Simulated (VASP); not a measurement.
A run of VASP 6.6.1 is set up as follows.

Contents of INCAR:

```
SYSTEM = H24C7SO7
  ALGO = Normal
  EDIFF = 1E-6
  ENCUT = 1000
  GGA = PE
  GGA_COMPAT = .False.
  ISIF = 2
  ISMEAR = -1
  IVDW = 12
  LASPH = .True.
  LCHARG = .True.
  LELF = .True.
  LREAL = Auto
  LVHAR = .True.
  LWAVE = .False.
  NBANDS = 75
  NELM = 120
  PREC = Accurate
  SIGMA = 0.05
```

KPOINTS

```
k-points
0
Gamma
  1 1 1
  0 0 0
```

File POSCAR:

```
H24C7SO7
1.0
    8.5748860000      0.0000000000      0.0000000000
    0.0000000000      8.5748860000      0.0000000000
    0.0000000000      0.0000000000      8.5748860000
O C S H
7 7 1 24
Direct
    0.2665458176      1.0712795482      0.2812748764
    0.9648641393      0.5970924861      0.9501117566
    0.8412123496      0.4528923183      0.4545949649
    0.3065580114      0.6695016120      0.9942406231
    0.4548981759      0.4885079522      0.1979618155
    0.7785176386      0.6364282860      0.1890520760
    0.1609117602      0.3624304743      1.0665564533
    0.3059632513      0.9899956687      0.3830721481
    0.9229393837      0.7437183421      0.8771895043
    1.0006080547      0.3990490369      0.4834233365
    0.4060112286      0.8052701809      0.9773541013
    0.4215099769      0.4600760873      0.3544303679
    0.8228680824      0.7736662622      0.2744176424
    0.0776336852      0.2392684871      0.9952318900
    0.3541038330      0.8782624049      0.5199252795
    0.8012584657      0.7359398131      0.8444193894
    1.0764108118      0.6044628465      0.9725843586
    0.9135631657      0.8307165833      0.9691440796
    0.9870451922      0.7750423737      0.7734796708
    1.0829065249      0.4944438911      0.4515745166
    0.8476847389      0.5498382136      0.4019062178
    1.0068705287      0.3633750933      0.6088360825
    1.0238853321      0.2932517120      0.4226994971
    0.4975809591      0.7888384755      0.8899826773
    0.3496606252      0.5959029659      1.0802709214
    0.3282375999      0.9062394532      0.9602460021
    0.4674347857      0.8353463824      1.0835129470
    0.3696958770      0.3405876183      0.3568327322
    0.5618033872      0.5292198637      0.1930171433
    0.5313889887      0.4644026754      0.4218481738
    0.3310131470      0.5383278565      0.4026409214
    0.8077425169      0.7468204242      0.3988507836
    0.8504719480      0.6107719683      0.1049809875
    0.9442108035      0.8145997509      0.2469653824
    0.7514152375      0.8730028597      0.2437700046
   -0.0302744550      0.2243061890      1.0613552180
    0.2634670595      0.3182199740      1.0825799900
    0.0557558433      0.2548605311      0.8665188085
    0.1352554425      0.1260891398      1.0038734043
```

Potentials or basis: VASP PAW PBE potentials, release 64 (O_h, C_h, S, H_h).

The run is started by

```console
$ cat potpaw_PBE.64/O_h/POTCAR potpaw_PBE.64/C_h/POTCAR potpaw_PBE.64/S/POTCAR potpaw_PBE.64/H_h/POTCAR > POTCAR
$ mpirun -np 1 vasp_gam > vasp.out
```

Problem. Estimate the band gap on the k mesh.

Solution. 3.52 eV.

Problem. What does it give for the pressure?

Solution. 0.1 GPa.

Problem. Predict the dispersion energy per atom.

Solution. -0.030 eV.

Problem. Estimate the largest force.

Solution. 1.982 eV/Å.

Stress tensor (GPa, compression positive):
```
-0.26 -0.27  0.00
-0.27 -0.21  0.04
 0.00  0.04  0.63
```

Caveat: the k points lie up to 0.73 Å⁻¹ apart; the atoms stand as in a frame of molecular dynamics.
